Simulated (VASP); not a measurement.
# Ti (I4/mmm) in VASP: a series of runs

The runs below take Ti through single point, with r2SCAN.

Everything below comes from runs of VASP 6.6.1. Logs are shortened: lines on timing, memory, paths and dates and some standing lists are left out, and cuts for length are marked.

## 1. The cell of the first run

Symmetry: I4/mmm, No. 139, tetragonal system. Conventional cell: a = 2.871 Å, b = 2.871 Å, c = 3.898 Å, α = 90.00°, β = 90.00°, γ = 90.00°. Ti (site symmetry 4/mmm) has 12 Ti at 2.81 to 2.87 Å within 3.7 Å.

## 2. Single point, r2SCAN (strain -0.0400 x Voigt [0, 0, 1, 0, 0, 0])

File POSCAR:

```
Ti
1.0
    0.0000000000      2.0300000000      1.9488000000
    2.0300000000      0.0000000000      1.9488000000
    2.0300000000      2.0300000000      0.0000000000
Ti
1
Direct
    0.0000000000      0.0000000000      0.0000000000
```

File INCAR.step1:

```
PREC = Accurate
ENCUT = 520
ISMEAR = 0
SIGMA = 0.15
LREAL = F
LASPH = T
NELM = 60
NBANDS = 12
GGA = PE
ALGO = Normal
EDIFF = 1E-4
LWAVE = T
LCHARG = F
```

File INCAR.step2:

```
PREC = Accurate
ENCUT = 520
EDIFF = 1E-6
ISMEAR = 0
SIGMA = 0.15
LREAL = F
LASPH = T
NELM = 60
ALGO = Normal
ISIF = 2
LWAVE = F
LCHARG = T
METAGGA = R2SCAN
LMIXTAU = T
LELF = T
LVHAR = T
NBANDS = 12
ISTART = 1
```

File KPOINTS:

```
regular mesh
0
Gamma
  20 20 20
```

Potentials or basis: VASP PAW PBE potentials, release 64 (Ti_sv).

Command:

```bash
$ cat potpaw_PBE.64/Ti_sv/POTCAR > POTCAR
$ cp INCAR.step1 INCAR
$ mpirun -np 1 vasp_std > vasp.out
$ cp INCAR.step2 INCAR
$ mpirun -np 1 vasp_std > vasp.out
```

OUTCAR:

```text
PREC = Accurate
   ENCUT = 520
   EDIFF = 1E-6
   ISMEAR = 0
   LREAL = F
   LASPH = T
   NELM = 60
   ISIF = 2
   METAGGA = R2SCAN
   ISTART = 1

 ion  position               nearest neighbor table
   1  0.000  0.000  0.000-

  LATTYP: Found a body centered tetragonal cell.
 ALAT       =     2.8708535316
 C/A-ratio  =     1.3576450199

  Lattice vectors:

 A1 = (   0.0000000000,  -2.0300000000,  -1.9488000000)
 A2 = (   0.0000000000,   2.0300000000,  -1.9488000000)
 A3 = (   2.0300000000,   0.0000000000,   1.9488000000)

Analysis of symmetry for initial positions (statically):
=====================================================================
 Subroutine PRICEL returns:
 Original cell was already a primitive cell.

 Routine SETGRP: Setting up the symmetry group for a
 body centered tetragonal supercell.

 Subroutine GETGRP returns: Found 16 space group operations
 (whereof 16 operations were pure point group operations)
 out of a pool of 16 trial point group operations.

The static configuration has the point symmetry D_4h.

Analysis of symmetry for dynamics (positions and initial velocities):
=====================================================================
 Subroutine PRICEL returns:
 Original cell was already a primitive cell.

 Routine SETGRP: Setting up the symmetry group for a
 body centered tetragonal supercell.

 Subroutine GETGRP returns: Found 16 space group operations
 (whereof 16 operations were pure point group operations)
 out of a pool of 16 trial point group operations.

The dynamic configuration has the point symmetry D_4h.

 Subroutine INISYM returns: Found 16 space group operations
 (whereof 16 operations are pure point group operations),
 and found     1 'primitive' translations

----------------------------------------------------------------------------------------

                                     Primitive cell

  volume of cell :      16.0616

  direct lattice vectors                    reciprocal lattice vectors
     0.000000000  2.030000000  1.948800000    -0.246305419  0.246305419  0.256568144
     2.030000000  0.000000000  1.948800000     0.246305419 -0.246305419  0.256568144
     2.030000000  2.030000000  0.000000000     0.246305419  0.246305419 -0.256568144

  length of vectors
     2.814022288  2.814022288  2.870853532     0.432619846  0.432619846  0.432619846

  position of ions in fractional coordinates (direct lattice)
     0.000000000  0.000000000  0.000000000

  ion indices of the primitive-cell ions
   primitive index   ion index
                 1           1

----------------------------------------------------------------------------------------

 KPOINTS: regular mesh

Automatic generation of k-mesh.
 Grid dimensions read from file:
 generate k-points for:   20   20   20

 Generating k-lattice:

  Cartesian coordinates                     Fractional coordinates (reciprocal lattice)
    -0.012315271  0.012315271  0.012828407     0.050000000 -0.000000000  0.000000000
     0.012315271 -0.012315271  0.012828407    -0.000000000  0.050000000  0.000000000
     0.012315271  0.012315271 -0.012828407     0.000000000  0.000000000  0.050000000

  Length of vectors
     0.021630992  0.021630992  0.021630992

  Shift w.r.t. Gamma in fractional coordinates (k-lattice)
     0.000000000  0.000000000  0.000000000

 Subroutine IBZKPT returns following result:
 ===========================================

 Found    641 irreducible k-points:

 Following reciprocal coordinates:
            Coordinates               Weight
  0.000000  0.000000  0.000000      1.000000
  0.050000 -0.000000  0.000000      8.000000
  0.100000  0.000000  0.000000      8.000000
  0.150000  0.000000  0.000000      8.000000
  0.200000  0.000000  0.000000      8.000000
  0.250000 -0.000000  0.000000      8.000000
[... 16 lines left out ...]
 -0.400000  0.050000  0.000000      8.000000
 -0.350000  0.050000  0.000000      8.000000
 [... further k-points ...]
   k-points           NKPTS =    641   k-points in BZ     NKDIM =    641   number of bands    NBANDS=     12
   number of dos      NEDOS =    301   number of ions     NIONS =      1
   total plane-waves  NPLWV =  13824
   dimension x,y,z NGX =    24 NGY =   24 NGZ =   24
   dimension x,y,z NGXF=    48 NGYF=   48 NGZF=   48
   ions per type =               1
   NGX,Y,Z   is equivalent  to a cutoff of  14.18, 14.18, 13.90 a.u.
   NGXF,Y,Z  is equivalent  to a cutoff of  28.36, 28.36, 27.80 a.u.
 SYSTEM =  unknown system
   PREC   = accura    normal or accurate (medium, high low for compatibility)
   ISTART =      1    job   : 0-new  1-cont  2-samecut
   ICHARG =      0    charge: 1-file 2-atom 10-const
   ISPIN  =      1    spin polarized calculation?
   LNONCOLLINEAR =      F non collinear calculations
   LSORBIT =      F    spin-orbit coupling
   LASPH  =      T    aspherical Exc in radial PAW
   ENCUT  =  520.0 eV  38.22 Ry    6.18 a.u.   5.23  5.23  5.34*2*pi/ulx,y,z
[... 65 lines left out ...]
      7      10.0536      0.00000
      8      10.3865      0.00000
      9      11.9367      0.00000
     10      12.3271      0.00000
     11      25.3353      0.00000
     12      30.2093      0.00000

 k-point     2 :       0.0500   -0.0000    0.0000
  band No.  band energies     occupation
      1     -49.7946      2.00000
      2     -24.5233      2.00000
      3     -24.5043      2.00000
      4     -24.5018      2.00000
      5       2.5571      2.00000
      6      10.0229      0.00000
      7      10.0870      0.00000
      8      10.3887      0.00000
      9      11.9169      0.00000
     10      12.2994      0.00000
     11      25.4260      0.00000
     12      29.6789      0.00000

 k-point     3 :       0.1000    0.0000    0.0000
  band No.  band energies     occupation
      1     -49.7822      2.00000
      2     -24.5896      2.00000
      3     -24.5140      2.00000
      4     -24.5082      2.00000
      5       2.8241      2.00000
      6       9.8946      0.00000
      7      10.1751      0.00000
      8      10.4370      0.00000
      9      11.8728      0.00000
     10      12.2286      0.00000
     11      25.6382      0.00000
     12      28.3656      0.00000

 k-point     4 :       0.1500    0.0000    0.0000
  band No.  band energies     occupation
      1     -49.7629      2.00000
      2     -24.6921      2.00000
      3     -24.5290      2.00000
      4     -24.5180      2.00000
      5       3.2504      2.00000
      6       9.6704      0.00000
      7      10.2783      0.00000
      8      10.5381      0.00000
      9      11.8509      0.00000
     10      12.1525      0.00000
     11      25.6956      0.00000
     12      27.0459      0.00000

 k-point     5 :       0.2000    0.0000    0.0000
  band No.  band energies     occupation
      1     -49.7385      2.00000
      2     -24.8197      2.00000
      3     -24.5479      2.00000
      4     -24.5303      2.00000
      5       3.8054      2.00000
      6       9.4126      0.00327
      7      10.3336      0.00000
      8      10.6285      0.00000
      9      11.9211      0.00000
     10      12.1336      0.00000
     11      24.8306      0.00000
     12      26.5080      0.00000
[... 228 lines left out ...]
      1     -49.6203      2.00000
      2     -25.3902      2.00000
      3     -24.6407      2.00000
      4     -24.6018      2.00000
      5       6.2743      2.00000
      6       9.5745      0.00001
      7       9.9214      0.00000
      8      10.2719      0.00000
      9      13.3411      0.00000
     10      13.3919      0.00000
     11      18.5899      0.00000
     12      24.6395      0.00000

 k-point    22 :      -0.4500    0.0500    0.0000
  band No.  band energies     occupation
      1     -49.6222      2.00000
      2     -25.3808      2.00000
      3     -24.6356      2.00000
      4     -24.6054      2.00000
      5       6.2546      2.00000
      6       9.5347      0.00004
      7       9.9262      0.00000
      8      10.2809      0.00000
      9      13.2874      0.00000
     10      13.3748      0.00000
     11      18.7119      0.00000
     12      24.6810      0.00000

 k-point    23 :      -0.4000    0.0500    0.0000
  band No.  band energies     occupation
      1     -49.6326      2.00000
      2     -25.3309      2.00000
      3     -24.6244      2.00000
      4     -24.6045      2.00000
      5       6.1197      2.00000
      6       9.3409      0.02347
      7       9.9826      0.00000
      8      10.2919      0.00000
      9      13.0428      0.00000
     10      13.2673      0.00000
     11      19.3799      0.00000
     12      24.9024      0.00000

 k-point    24 :      -0.3500    0.0500    0.0000
  band No.  band energies     occupation
      1     -49.6503      2.00000
      2     -25.2449      2.00000
      3     -24.6081      2.00000
      4     -24.5989      2.00000
      5       5.8160      2.00000
      6       9.1237      0.82770
      7      10.0839      0.00000
      8      10.3531      0.00000
      9      12.7010      0.00000
     10      13.0605      0.00000
     11      20.4296      0.00000
     12      25.2760      0.00000

 [... further k-points ...]

------------------------ aborting loop because EDIFF is reached ----------------------------------------

  FORCE on cell =-STRESS in cart. coord.  units (eV):
  Direction    XX          YY          ZZ          XY          YZ          ZX
  --------------------------------------------------------------------------------------
  -------------------------------------------------------------------------------------
  Total        0.9862294      0.9862294      1.1151807      0.0000000      0.0000000      0.0000000
  in kB       98.3782746     98.3782746    111.2414065      0.0000000      0.0000000      0.0000000
  external PRESSURE =     102.6659852 kB  Pullay stress =       0.0000000 kB

 VOLUME and BASIS-vectors are now :
 -----------------------------------------------------------------------------
  energy-cutoff  :      520.00
  volume of cell :       16.06
      direct lattice vectors                 reciprocal lattice vectors
     0.000000000  2.030000000  1.948800000    -0.246305419  0.246305419  0.256568144
     2.030000000  0.000000000  1.948800000     0.246305419 -0.246305419  0.256568144
     2.030000000  2.030000000  0.000000000     0.246305419  0.246305419 -0.256568144

 POSITION                                       TOTAL-FORCE (eV/Angst)
 -----------------------------------------------------------------------------------
      0.00000      0.00000      0.00000         0.000000      0.000000     -0.000000
 -----------------------------------------------------------------------------------
    total drift:                                0.000000      0.000000     -0.000000

  FREE ENERGIE OF THE ION-ELECTRON SYSTEM (eV)
  ---------------------------------------------------
  free  energy   TOTEN  =       -12.8440859676 eV

  energy  without entropy=      -12.8273355617  energy(sigma->0) =      -12.83571076
```

Run time: 4.9 min. Hardware: 1 thread of Intel Xeon Platinum 8488C (Sapphire Rapids), shared host; peak memory 0.24 GiB.

What came out:

```
Free energy            : -12.8441 eV
Pressure               : 10.3 GPa
Band gap on the k mesh : zero (bands 6 and 7 overlap by 1.55 eV)
```

Stress tensor (GPa, compression positive):
```
 9.84  0.00  0.00
 0.00  9.84  0.00
 0.00  0.00 11.12
```

Levels at points of the mesh, in eV from the Fermi level:
```tsv
k point	band 4	band 5	band 6	band 7	band 8	band 9
(0.00, 0.00, 0.00)	-33.60	-6.63	0.95	0.95	1.29	2.84
(0.50, 0.00, 0.00)	-33.69	-2.89	0.68	0.76	1.17	4.11
(0.50, 0.50, 0.00)	-33.95	-2.96	-2.11	3.81	4.25	4.48
(0.50, 0.00, 0.50)	-33.86	-2.95	-1.95	2.93	4.24	4.34
```

Caveat: the cell differs from its parent crystal (strain -0.0400 x Voigt [0, 0, 1, 0, 0, 0]); the cell stands under pressure; the PAW data sets were made with another functional, which shifts forces and pressure a little.

## 3. Single point, r2SCAN (strain -0.0200 x Voigt [0, 0, 1, 0, 0, 0])

File POSCAR:

```
Ti
1.0
    0.0000000000      2.0300000000      1.9894000000
    2.0300000000      0.0000000000      1.9894000000
    2.0300000000      2.0300000000      0.0000000000
Ti
1
Direct
    0.0000000000      0.0000000000      0.0000000000
```

INCAR.step1 is that of step 2.

INCAR.step2: that of step 2 with these lines changed.

```diff
@@ -11,7 +11,5 @@
 LWAVE = F
-LCHARG = T
+LCHARG = F
 METAGGA = R2SCAN
 LMIXTAU = T
-LELF = T
-LVHAR = T
 NBANDS = 12
```

KPOINTS is that of step 2.

Potentials or basis: VASP PAW PBE potentials, release 64 (Ti_sv).

Command:

```bash
$ cat potpaw_PBE.64/Ti_sv/POTCAR > POTCAR
$ cp INCAR.step1 INCAR
$ mpirun -np 1 vasp_std > vasp.out
$ cp INCAR.step2 INCAR
$ mpirun -np 1 vasp_std > vasp.out
```

It took 4.9 min on 1 thread of Intel Xeon Platinum 8488C (Sapphire Rapids), shared host; peak memory 0.24 GiB.

It converged, with:

```yaml
Free_energy: -12.8643 eV
Pressure: 7.5 GPa
Band_gap_on_the_k_mesh: zero (bands 6 and 7 overlap by 1.51 eV)
```

Stress tensor (GPa, compression positive):
```
7.25 0.00 0.00
0.00 7.25 0.00
0.00 0.00 7.94
```

Levels at points of the mesh, in eV from the Fermi level:
| k point | band 3 | band 4 | band 5 | band 6 | band 7 | band 8 | band 9 | band 10 |
| --- | --- | --- | --- | --- | --- | --- | --- | --- |
| (0.00, 0.00, 0.00) | -33.67 | -33.67 | -6.60 | 0.99 | 0.99 | 1.15 | 2.88 | 3.07 |
| (0.50, 0.00, 0.00) | -33.78 | -33.76 | -2.84 | 0.61 | 0.85 | 1.05 | 4.06 | 4.14 |
| (0.50, 0.50, 0.00) | -33.98 | -33.98 | -2.87 | -1.99 | 3.39 | 4.15 | 4.37 | 4.37 |
| (0.50, 0.00, 0.50) | -33.96 | -33.93 | -2.87 | -1.92 | 2.96 | 4.16 | 4.30 | 4.42 |

Caveat: the cell differs from its parent crystal (strain -0.0200 x Voigt [0, 0, 1, 0, 0, 0]); the cell stands under pressure; the PAW data sets were made with another functional, which shifts forces and pressure a little.

## 4. Single point, r2SCAN (strain -0.0100 x Voigt [0, 0, 1, 0, 0, 0])

File POSCAR:

```
Ti
1.0
    0.0000000000      2.0300000000      2.0097000000
    2.0300000000      0.0000000000      2.0097000000
    2.0300000000      2.0300000000      0.0000000000
Ti
1
Direct
    0.0000000000      0.0000000000      0.0000000000
```

File INCAR.step1:

```
SYSTEM = Ti
PREC     = Accurate       ! precision mode
ENCUT    = 520            ! plane-wave cutoff, eV
ISMEAR   = 0              ! smearing method
SIGMA    = 0.15           ! smearing width, eV
LREAL    = .FALSE.        ! projectors in reciprocal space
LASPH    = .TRUE.         ! aspherical terms in the spheres
NELM     = 80             ! most SCF steps
NBANDS   = 12             ! bands
GGA      = PE             ! functional
ALGO     = Normal         ! electronic algorithm
EDIFF    = 1E-4           ! SCF threshold, eV
LWAVE    = .TRUE.         ! write WAVECAR
LCHARG   = .FALSE.        ! write CHGCAR
```

File INCAR.step2:

```
SYSTEM = Ti
PREC     = Accurate       ! precision mode
ENCUT    = 520            ! plane-wave cutoff, eV
EDIFF    = 1E-6           ! SCF threshold, eV
ISMEAR   = 0              ! smearing method
SIGMA    = 0.15           ! smearing width, eV
LREAL    = .FALSE.        ! projectors in reciprocal space
LASPH    = .TRUE.         ! aspherical terms in the spheres
NELM     = 80             ! most SCF steps
ALGO     = Normal         ! electronic algorithm
ISIF     = 2              ! what is computed and relaxed
LWAVE    = .FALSE.        ! write WAVECAR
LCHARG   = .TRUE.         ! write CHGCAR
METAGGA  = R2SCAN         ! meta-GGA
LMIXTAU  = .TRUE.       
LELF     = .TRUE.         ! ELF
LVHAR    = .TRUE.       
NBANDS   = 12             ! bands
ISTART   = 1
```

File KPOINTS:

```
Automatic mesh
0
G
  20 20 20
  0 0 0
```

Command:

```bash
$ cat potpaw_PBE.64/Ti_sv/POTCAR > POTCAR
$ cp INCAR.step1 INCAR
$ mpirun -np 1 vasp_std > vasp.out
$ cp INCAR.step2 INCAR
$ mpirun -np 1 vasp_std > vasp.out
```

Wall time 6.3 min (1 thread of Intel Xeon Platinum 8488C (Sapphire Rapids), shared host); peak memory 0.24 GiB.

It converged, with:

| Quantity | Value |
| --- | --- |
| Free energy | -12.8719 eV |
| Pressure | 6.1 GPa |
| Band gap on the k mesh | zero (bands 6 and 7 overlap by 1.47 eV) |

Stress tensor (GPa, compression positive):
```
6.02 0.00 0.00
0.00 6.02 0.00
0.00 0.00 6.37
```

Levels at points of the mesh, in eV from the Fermi level:
```
           k point  band 3  band 4  band 5  band 6  band 7  band 8  band 9  band 10
(0.00, 0.00, 0.00)  -33.70  -33.70   -6.58    1.01    1.01    1.09    2.90     3.00
(0.50, 0.00, 0.00)  -33.81  -33.80   -2.82    0.58    0.90    0.99    4.03     4.07
(0.50, 0.50, 0.00)  -33.99  -33.99   -2.83   -1.94    3.18    4.11    4.31     4.31
(0.50, 0.00, 0.50)  -33.99  -33.97   -2.83   -1.90    2.97    4.11    4.28     4.34
```

Caveat: the cell differs from its parent crystal (strain -0.0100 x Voigt [0, 0, 1, 0, 0, 0]); the cell stands under pressure; the PAW data sets were made with another functional, which shifts forces and pressure a little.

## 5. Single point, r2SCAN (strain +0.0100 x Voigt [0, 0, 1, 0, 0, 0])

File POSCAR:

```
Ti
1.0
    0.0000000000      2.0300000000      2.0503000000
    2.0300000000      0.0000000000      2.0503000000
    2.0300000000      2.0300000000      0.0000000000
Ti
1
Direct
    0.0000000000      0.0000000000      0.0000000000
```

File INCAR.step1:

```
PREC = Accurate
ENCUT = 520
ISMEAR = 0
SIGMA = 0.15
LREAL = F
LASPH = T
NELM = 100
NBANDS = 12
GGA = PE
ALGO = Normal
EDIFF = 1E-4
LWAVE = T
LCHARG = F
```

File INCAR.step2:

```
PREC = Accurate
ENCUT = 520
EDIFF = 1E-6
ISMEAR = 0
SIGMA = 0.15
LREAL = F
LASPH = T
NELM = 100
ALGO = Normal
ISIF = 2
LWAVE = F
LCHARG = F
METAGGA = R2SCAN
LMIXTAU = T
NBANDS = 12
ISTART = 1
```

File KPOINTS:

```
Automatic mesh
0
Gamma
  20 20 20
```

Command:

```bash
$ cat potpaw_PBE.64/Ti_sv/POTCAR > POTCAR
$ cp INCAR.step1 INCAR
$ mpirun -np 1 vasp_std > vasp.out
$ cp INCAR.step2 INCAR
$ mpirun -np 1 vasp_std > vasp.out
```

Wall time 5.5 min (1 thread of Intel Xeon Platinum 8488C (Sapphire Rapids), shared host); peak memory 0.24 GiB.

The run converged. Its results:

| Quantity | Value |
| --- | --- |
| Free energy | -12.8822 eV |
| Pressure | 3.6 GPa |
| Band gap on the k mesh | zero (bands 6 and 7 overlap by 1.43 eV) |

Stress tensor (GPa, compression positive):
```
3.71 0.00 0.00
0.00 3.71 0.00
0.00 0.00 3.37
```

Levels at points of the mesh, in eV from the Fermi level:
```csv
k point,band 2,band 3,band 4,band 5,band 6,band 7,band 8,band 9,band 10,band 11
"(0.00, 0.00, 0.00)",-33.76,-33.76,-33.76,-6.53,0.97,1.05,1.05,2.84,2.93,15.93
"(0.50, 0.00, 0.00)",-34.53,-33.86,-33.85,-2.77,0.52,0.89,0.99,3.94,3.98,8.89
"(0.50, 0.50, 0.00)",-34.47,-34.02,-34.02,-2.75,-1.83,2.81,4.02,4.20,4.20,11.23
"(0.50, 0.00, 0.50)",-34.47,-34.04,-34.02,-2.75,-1.86,3.01,4.01,4.18,4.24,11.41
```

Caveat: the cell differs from its parent crystal (strain +0.0100 x Voigt [0, 0, 1, 0, 0, 0]); the cell stands under pressure; the PAW data sets were made with another functional, which shifts forces and pressure a little.

## 6. The runs side by side

| cell | gap on the mesh (eV) | pressure (GPa) |
| --- | --- | --- |
| a = 2.814, b = 2.814, c = 2.871 Å, angles 59.3, 59.3, 61.3°, 1 atom | none | 10.3 |
| a = 2.842, b = 2.842, c = 2.871 Å, angles 59.7, 59.7, 60.7°, 1 atom | none | 7.5 |
| a = 2.857, b = 2.857, c = 2.871 Å, angles 59.8, 59.8, 60.3°, 1 atom | none | 6.1 |
| a = 2.885, b = 2.885, c = 2.871 Å, angles 60.2, 60.2, 59.7°, 1 atom | none | 3.6 |

Alike in all rows: task single point; level r2SCAN; potentials or basis VASP PAW PBE potentials, release 64 (Ti_sv); no spin polarisation; k mesh 20 × 20 × 20; cutoff (eV) 520; smearing gaussian 0.15 eV.

Caveats: the cell stands under pressure; the PAW data sets were made with another functional, which shifts forces and pressure a little.

Absolute energies hang on the potentials; compare differences alone.
